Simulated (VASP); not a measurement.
Here is a VASP 6.6.1 calculation.

File INCAR:

```
SYSTEM = Mg
ALGO     = Normal         ! electronic algorithm
EDIFF    = 1E-7           ! SCF threshold, eV
EDIFFG   = -0.005         ! ionic threshold
ENCUT    = 600            ! plane-wave cutoff, eV
GGA      = PE             ! functional
IBRION   = 2              ! ionic algorithm
ISIF     = 3              ! what is computed and relaxed
ISMEAR   = -1             ! smearing method
LASPH    = .TRUE.         ! aspherical terms in the spheres
LCHARG   = .FALSE.        ! write CHGCAR
LREAL    = .FALSE.        ! projectors in reciprocal space
LWAVE    = .FALSE.        ! write WAVECAR
NELM     = 60             ! most SCF steps
NSW      = 60             ! ionic steps
PREC     = Accurate       ! precision mode
SIGMA    = 0.05           ! smearing width, eV
```

File KPOINTS:

```
k-points
0
G
  8 8 5
  0 0 0
```

Contents of POSCAR:

```
Mg
1.0
    4.2097169729      0.0000000000      0.0000000000
   -2.1048584865      3.6457218413      0.0000000000
    0.0000000000      0.0000000000      5.9777981016
Mg
4
Direct
    0.0000000000      0.0000000000      0.0000000000
    0.0000000000      0.0000000000      0.5000000000
    0.3333333333      0.6666666667      0.2500000000
    0.6666666667      0.3333333333      0.7500000000
```

Potentials or basis: VASP PAW PBE potentials, release 64 (Mg).

Launch:

```sh
$ cat potpaw_PBE.64/Mg/POTCAR > POTCAR
$ mpirun -np 1 vasp_std > vasp.out
```

**Question.** Estimate the relaxed cell.

**Answer.** a = 4.686 Å, b = 4.686 Å, c = 5.900 Å, α = 90.00°, β = 90.00°, γ = 120.00°.

**Question.** Predict the band gap on the k mesh.

**Answer.** Zero (bands 4 and 5 overlap by 3.56 eV).

**Question.** Estimate the space group after relaxing (to 0.1 Å).

**Answer.** P6_3/mmc (No. 194).

**Question.** Estimate the relaxed volume.

**Answer.** 28.05 Å³/atom.

The path:
```csv
step,energy change (eV),largest force (eV/Å),pressure (GPa),volume (Å³)
1,0.0000,0.0000,6.81,91.74
2,-0.3232,0.0000,1.39,105.31
3,-0.3446,0.0000,-0.26,112.06
4,-0.3457,0.0000,0.00,110.84
5,-0.3456,0.0000,0.09,110.44
6,-0.3473,0.0000,0.09,110.53
7,-0.3522,0.0000,0.07,110.78
8,-0.3575,0.0000,0.07,111.23
9,-0.3647,0.0000,0.05,111.89
10,-0.1941,0.0000,0.60,112.19
11,-0.3648,0.0000,0.06,111.92
12,-0.3648,0.0000,0.06,111.93
13,-0.3645,0.0000,-0.16,112.89
14,-0.3649,0.0000,0.00,112.19
```

Caveat: the volume moved by over 15 % at a fixed basis, so the end points are rough.
